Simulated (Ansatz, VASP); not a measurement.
## CdSe in VASP and in Ansatz

```xyz
4
Lattice="4.2476 0.0000 0.0000 -2.1238 3.6785 0.0000 0.0000 0.0000 6.9414" Properties=species:S:1:pos:R:3 pbc="T T T"
Cd    0.0000    2.4524   -0.4304
Cd    2.1238    1.2262    3.0403
Se    0.0000    2.4524    3.0403
Se    2.1238    1.2262    6.5110
```

Change from the starting cell: polar distortion scaled by 0.00.

Alike in both runs: task single point; functional LDA; k mesh 9 × 9 × 6; no spin polarisation.

|  | VASP | Ansatz |
| --- | --- | --- |
| version | VASP 6.6.1 | Ansatz 0.2.0 |
| potentials or method | VASP PAW LDA potentials, release 64 (Cd, Se), cutoff 520 eV | scalar-relativistic, plane waves, PAW |
| occupations | gaussian, width 0.01 eV | fixed |
| valence electrons in the cell | 36 | 72 |

```tsv
	VASP	Ansatz	Ansatz less VASP
gap on the k mesh at the Fermi level (eV)	0.84	0.80	-0.040
least direct gap on the mesh (eV)	0.84	0.80	-0.040
pressure (GPa)	4.8	4.1	-0.65
traceless stress, the component that is largest in VASP (GPa)	-7.76	-7.20	+0.560
```

Ansatz warns that its potentials were made for another functional, while VASP's fit it. LDA's correlation is that of Perdew and Zunger in VASP and of Perdew and Wang (1992) in Ansatz. VASP's potentials hold 36 valence electrons a cell and Ansatz's 72, so a difference there can come from the potentials and not from the codes.
